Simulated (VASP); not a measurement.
# MgO (P1) in VASP: single point with PBE

Aim: the single point of MgO with PBE.

All numbers are computed with VASP 6.6.1; they aren't measurements. Logs are shortened: lines on timing, memory, paths and dates and some standing lists are left out, and cuts for length are marked.

## Step 1: The cell of the first run

The typed cell holds 8 atoms: a = 4.210 Å, b = 4.210 Å, c = 4.210 Å, α = 90.00°, β = 90.00°, γ = 90.00°.

## Step 2: Single point, PBE

INCAR

```
PREC     = Accurate       # precision mode
ENCUT    = 600            # plane-wave cutoff, eV
EDIFF    = 1E-6           # SCF threshold, eV
ISMEAR   = 0              # smearing method
SIGMA    = 0.01           # smearing width, eV
LREAL    = False          # projectors in reciprocal space
LASPH    = True           # aspherical terms in the spheres
NELM     = 120            # most SCF steps
ALGO     = Normal         # electronic algorithm
ISIF     = 2              # what is computed and relaxed
LWAVE    = False          # write WAVECAR
LCHARG   = True           # write CHGCAR
GGA      = PE             # functional
LELF     = True           # ELF
LVHAR    = True         
NBANDS   = 26             # bands
ISYM     = 0            
GGA_COMPAT= False
```

KPOINTS

```
Automatic mesh
0
Gamma
  1 1 1
  0.5 0.5 0.5
```

POSCAR

```
MgO
1.0
    4.2100000000      0.0000000000      0.0000000000
    0.0000000000      4.2100000000      0.0000000000
    0.0000000000      0.0000000000      4.2100000000
O Mg
4 4
Direct
    0.5057007100      0.0034204300      0.0025653200
    0.5000000000      0.5000000000      0.5000000000
    0.0000000000      0.0000000000      0.5000000000
    0.0000000000      0.5000000000      0.0000000000
    0.0000000000      0.0000000000      0.0000000000
    0.0000000000      0.5000000000      0.5000000000
    0.5000000000      0.0000000000      0.5000000000
    0.5000000000      0.5000000000      0.0000000000
```

Potentials or basis: VASP PAW PBE potentials, release 64 (O, Mg).

Run with:

```sh
$ cat potpaw_PBE.64/O/POTCAR potpaw_PBE.64/Mg/POTCAR > POTCAR
$ mpirun -np 1 vasp_std > vasp.out
```

OUTCAR:

```text
PREC = Accurate
   ENCUT = 600
   EDIFF = 1E-6
   ISMEAR = 0
   LREAL = False
   LASPH = True
   NELM = 120
   ISIF = 2
   GGA = PE
   ISYM = 0

 ion  position               nearest neighbor table
   1  0.506  0.003  0.003-   5 2.08   8 2.09   7 2.09   7 2.12   8 2.12   5 2.13
   2  0.500  0.500  0.500-   6 2.10   7 2.10   8 2.10   8 2.10   7 2.10   6 2.10
   3  0.000  0.000  0.500-   5 2.10   6 2.10   7 2.10   5 2.10   6 2.10   7 2.10
   4  0.000  0.500  0.000-   5 2.10   6 2.10   8 2.10   6 2.10   5 2.10   8 2.10
   5  0.000  0.000  0.000-   1 2.08   3 2.10   4 2.10   3 2.10   4 2.10   1 2.13   8 2.98   6 2.98
                             6 2.98   7 2.98   7 2.98   6 2.98   8 2.98   6 2.98   7 2.98   8 2.98
   6  0.000  0.500  0.500-   2 2.10   3 2.10   4 2.10   4 2.10   3 2.10   2 2.10   5 2.98   5 2.98
                             8 2.98   7 2.98   5 2.98   7 2.98   5 2.98   8 2.98   7 2.98   8 2.98
   7  0.500  0.000  0.500-   1 2.09   2 2.10   3 2.10   2 2.10   3 2.10   1 2.12   8 2.98   5 2.98
                             8 2.98   5 2.98   6 2.98   8 2.98   8 2.98   6 2.98   5 2.98   6 2.98
   8  0.500  0.500  0.000-   1 2.09   2 2.10   4 2.10   2 2.10   4 2.10   1 2.12   7 2.98   5 2.98
                             6 2.98   7 2.98   5 2.98   7 2.98   7 2.98   6 2.98   5 2.98   6 2.98

IMPORTANT INFORMATION: All symmetrisations will be switched off!
NOSYMM: (Re-)initialisation of all symmetry stuff for point group C_1.

----------------------------------------------------------------------------------------

                                     Primitive cell

  volume of cell :      74.6185

  direct lattice vectors                    reciprocal lattice vectors
     4.210000000  0.000000000  0.000000000     0.237529691  0.000000000  0.000000000
     0.000000000  4.210000000  0.000000000     0.000000000  0.237529691  0.000000000
     0.000000000  0.000000000  4.210000000     0.000000000  0.000000000  0.237529691

  length of vectors
     4.210000000  4.210000000  4.210000000     0.237529691  0.237529691  0.237529691

  position of ions in fractional coordinates (direct lattice)
     0.505700710  0.003420430  0.002565320
     0.500000000  0.500000000  0.500000000
     0.000000000  0.000000000  0.500000000
     0.000000000  0.500000000  0.000000000
     0.000000000  0.000000000  0.000000000
     0.000000000  0.500000000  0.500000000
     0.500000000  0.000000000  0.500000000
     0.500000000  0.500000000  0.000000000

  ion indices of the primitive-cell ions
   primitive index   ion index
                 1           1
                 2           2
                 3           3
                 4           4
                 5           5
                 6           6
                 7           7
                 8           8

----------------------------------------------------------------------------------------

 KPOINTS: Automatic mesh

Automatic generation of k-mesh.
 Grid dimensions read from file:
 generate k-points for:    1    1    1

 Generating k-lattice:

  Cartesian coordinates                     Fractional coordinates (reciprocal lattice)
     0.237529691  0.000000000  0.000000000     1.000000000  0.000000000  0.000000000
     0.000000000  0.237529691  0.000000000     0.000000000  1.000000000  0.000000000
     0.000000000  0.000000000  0.237529691     0.000000000  0.000000000  1.000000000

  Length of vectors
     0.237529691  0.237529691  0.237529691

  Shift w.r.t. Gamma in fractional coordinates (k-lattice)
     0.500000000  0.500000000  0.500000000

 Subroutine IBZKPT returns following result:
 ===========================================

 Found      1 irreducible k-points:

 Following reciprocal coordinates:
            Coordinates               Weight
  0.500000  0.500000  0.500000      1.000000
   k-points           NKPTS =      1   k-points in BZ     NKDIM =      1   number of bands    NBANDS=     26
   number of dos      NEDOS =    301   number of ions     NIONS =      8
   total plane-waves  NPLWV =  46656
   dimension x,y,z NGX =    36 NGY =   36 NGZ =   36
   dimension x,y,z NGXF=    72 NGYF=   72 NGZF=   72
   ions per type =               4   4
   NGX,Y,Z   is equivalent  to a cutoff of  14.22, 14.22, 14.22 a.u.
   NGXF,Y,Z  is equivalent  to a cutoff of  28.43, 28.43, 28.43 a.u.
 SYSTEM =  unknown system
   PREC   = accura    normal or accurate (medium, high low for compatibility)
   ISTART =      0    job   : 0-new  1-cont  2-samecut
   ICHARG =      2    charge: 1-file 2-atom 10-const
   ISPIN  =      1    spin polarized calculation?
   LNONCOLLINEAR =      F non collinear calculations
   LSORBIT =      F    spin-orbit coupling
   LASPH  =      T    aspherical Exc in radial PAW
   ENCUT  =  600.0 eV  44.10 Ry    6.64 a.u.   8.41  8.41  8.41*2*pi/ulx,y,z
   NELM   =    120;   NELMIN=  2; NELMDL= -5     # of ELM steps
   EDIFF  = 0.1E-05   stopping-criterion for ELM
   LREAL  =      F    real-space projection
   EDIFFG = 0.1E-04   stopping-criterion for IOM
   NSW    =      0    number of steps for IOM
   IBRION =     -1    ionic relax: 0-MD 1-quasi-New 2-CG
   NFREE  =      0    steps in history (QN), initial steepest desc. (CG)
   ISIF   =      2    stress and relaxation
   ISYM   =      0    0-nonsym 1-usesym 2-fastsym
   POTIM  = 0.5000    time-step for ionic-motion
   TEBEG  =    0.0;   TEEND  =   0.0 temperature during run
   PSTRESS=    0.0 pullay stress
   NELECT =      32.0000    total number of electrons
   NUPDOWN=      -1.0000    fix difference up-down
   EMIN   =  10.00;   EMAX   =-10.00  energy-range for DOS
   EFERMI =   0.00;   METHOD = LEGACY
   ISMEAR =     0;   SIGMA  =   0.01  broadening in eV -4-tet -1-fermi 0-gaus
   EFERMI_NEDOS =   21; number of points for ismear=-14 and -15
   IALGO  =     38    algorithm
   IMIX   =      4    mixing-type and parameters
     AMIX     =   0.40;   BMIX     =  1.00
     AMIX_MAG =   1.60;   BMIX_MAG =  1.00
  volume/ion in A,a.u.               =       9.33        62.94
  Fermi-wavevector in a.u.,A,eV,Ry     =   1.234552  2.332965 20.736894  1.524119
  Thomas-Fermi vector in A             =   2.369237
   LORBIT       =      0    0 simple, 1 ext, 2 COOP (PROOUT), +10 PAW based schemes
   GGA     = PE    functional components
   LHFCALC =     F    Hartree Fock is set to
   AEXX    =    0.0000 exact exchange contribution
   IVDW    =     0    specifies the selected vdW correction
   LEPSILON=     F    determine dielectric tensor
   LRPA    =     F    only Hartree local field effects (RPA)
 non-spin polarized calculation
 Gauss-broadening in eV      SIGMA  =   0.01
  energy-cutoff  :      600.00
  volume of cell :       74.62
 maximum number of plane-waves:      2440
 NGX is ok and might be reduce to    32
   NGX = 17   NGY = 17   NGZ = 17

 number of electron      32.0000016 magnetization

 Free energy of the ion-electron system (eV)
  ---------------------------------------------------
  ext. energy  EPLUGINS =         0.00000000
  ---------------------------------------------------
  free energy    TOTEN  =       -47.03597144 eV

  energy without entropy =      -47.03597144  energy(sigma->0) =      -47.03597144

 E-fermi :   3.0029     XC(G=0): -10.9940

 val. band max:        2.8964226150   @ k =   0.5000   0.5000   0.5000
 cond. band min:      11.2385407310   @ k =   0.5000   0.5000   0.5000
 fundamental gap:      8.3421181160
 Fermi energy:         3.0029283766

 k-point     1 :       0.5000    0.5000    0.5000
  band No.  band energies     occupation
      1     -12.4211      2.00000
      2     -12.4208      2.00000
      3     -12.4203      2.00000
      4     -12.4199      2.00000
      5      -1.1997      2.00000
      6      -1.1995      2.00000
      7      -1.1993      2.00000
      8      -1.1989      2.00000
      9       2.8944      2.00000
     10       2.8946      2.00000
     11       2.8951      2.00000
     12       2.8952      2.00000
     13       2.8953      2.00000
     14       2.8954      2.00000
     15       2.8961      2.00000
     16       2.8964      2.00000
     17      11.2385      0.00000
     18      11.2450      0.00000
     19      11.2451      0.00000
     20      11.2459      0.00000
     21      16.1164      0.00000
     22      16.1200      0.00000
     23      16.1237      0.00000
     24      16.1283      0.00000
     25      19.5385      0.00000
     26      19.5402      0.00000

------------------------ aborting loop because EDIFF is reached ----------------------------------------

  FORCE on cell =-STRESS in cart. coord.  units (eV):
  Direction    XX          YY          ZZ          XY          YZ          ZX
  --------------------------------------------------------------------------------------
  -------------------------------------------------------------------------------------
  Total       -0.3056176     -0.3161815     -0.3187764      0.0003204      0.0001247      0.0002345
  in kB       -6.5620970     -6.7889206     -6.8446371      0.0068799      0.0026780      0.0050354
  external PRESSURE =      -6.7318849 kB  Pullay stress =       0.0000000 kB

 VOLUME and BASIS-vectors are now :
 -----------------------------------------------------------------------------
  energy-cutoff  :      600.00
  volume of cell :       74.62
      direct lattice vectors                 reciprocal lattice vectors
     4.210000000  0.000000000  0.000000000     0.237529691  0.000000000  0.000000000
     0.000000000  4.210000000  0.000000000     0.000000000  0.237529691  0.000000000
     0.000000000  0.000000000  4.210000000     0.000000000  0.000000000  0.237529691

 POSITION                                       TOTAL-FORCE (eV/Angst)
 -----------------------------------------------------------------------------------
      2.12900      0.01440      0.01080        -0.256602     -0.153815     -0.115351
      2.10500      2.10500      2.10500        -0.061039      0.045936      0.034464
      0.00000      0.00000      2.10500         0.076534     -0.036628      0.034492
      0.00000      2.10500      0.00000         0.076551      0.045984     -0.027467
      0.00000      0.00000      0.00000         0.034162      0.039156      0.029372
      0.00000      2.10500      2.10500        -0.000200     -0.000103     -0.000073
      2.10500      0.00000      2.10500         0.065304      0.039195      0.015168
      2.10500      2.10500      0.00000         0.065290      0.020275      0.029395
 -----------------------------------------------------------------------------------
    total drift:                               -0.000154     -0.000213     -0.000201

  FREE ENERGIE OF THE ION-ELECTRON SYSTEM (eV)
  ---------------------------------------------------
  free  energy   TOTEN  =       -47.0359714376 eV

  energy  without entropy=      -47.0359714376  energy(sigma->0) =      -47.03597144
```

Run time: 10 s. Hardware: 1 thread of Intel Xeon Platinum 8488C (Sapphire Rapids), shared host; peak memory 0.2 GiB.

What came out:

```
Free energy            : -47.0360 eV
Pressure               : -0.7 GPa
Largest force          : 0.321 eV/Å
Band gap on the k mesh : 8.34 eV
```

Forces in eV/Å, atoms in the order of the input:
```
O   -0.257 -0.154 -0.115
O   -0.061  0.046  0.034
O    0.077 -0.037  0.034
O    0.077  0.046 -0.027
Mg   0.034  0.039  0.029
Mg   0.000  0.000  0.000
Mg   0.065  0.039  0.015
Mg   0.065  0.020  0.029
```

Caveat: the k points lie up to 1.49 Å⁻¹ apart.
